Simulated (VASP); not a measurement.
A run of VASP 6.6.1:

The input POSCAR:

```
KCl
1.0
    0.0000000000      3.1448483095      3.0662271018
    3.1448483095      0.0000000000      3.0662271018
    3.1448483095      3.1448483095      0.0000000000
K Cl
1 1
Direct
    0.0000000000      0.0000000000      0.0000000000
    0.5000000000      0.5000000000      0.5000000000
```

INCAR.step1

```
SYSTEM = KCl
  PREC = Accurate
  ENCUT = 520
  ISMEAR = 0
  SIGMA = 0.01
  LREAL = .False.
  LASPH = .True.
  NELM = 80
  NBANDS = 15
  GGA = PE
  ALGO = Normal
  EDIFF = 1E-4
  LWAVE = .True.
  LCHARG = .False.
```

File INCAR.step2:

```
SYSTEM = KCl
  PREC = Accurate
  ENCUT = 520
  EDIFF = 1E-6
  ISMEAR = 0
  SIGMA = 0.01
  LREAL = .False.
  LASPH = .True.
  NELM = 80
  ALGO = Normal
  ISIF = 2
  LWAVE = .False.
  LCHARG = .False.
  METAGGA = R2SCAN
  LMIXTAU = .True.
  NBANDS = 15
  ISTART = 1
```

File KPOINTS:

```
Automatic mesh
0
Gamma
  8 8 8
  0 0 0
```

Potentials or basis: VASP PAW PBE potentials, release 64 (K_sv, Cl).

Launch:

```sh
$ cat potpaw_PBE.64/K_sv/POTCAR potpaw_PBE.64/Cl/POTCAR > POTCAR
$ cp INCAR.step1 INCAR
$ mpirun -np 1 vasp_std > vasp.out
$ cp INCAR.step2 INCAR
$ mpirun -np 1 vasp_std > vasp.out
```

Hardware: 1 thread of Intel(R) Xeon(R) Platinum 8559C (Emerald Rapids), with other jobs on the host.

**Question.** Estimate the wall time of this run.

**Answer.** It took 100 s on 1 thread of Intel(R) Xeon(R) Platinum 8559C (Emerald Rapids) (shared host), peak memory 0.24 GiB. Counts: k points 59.
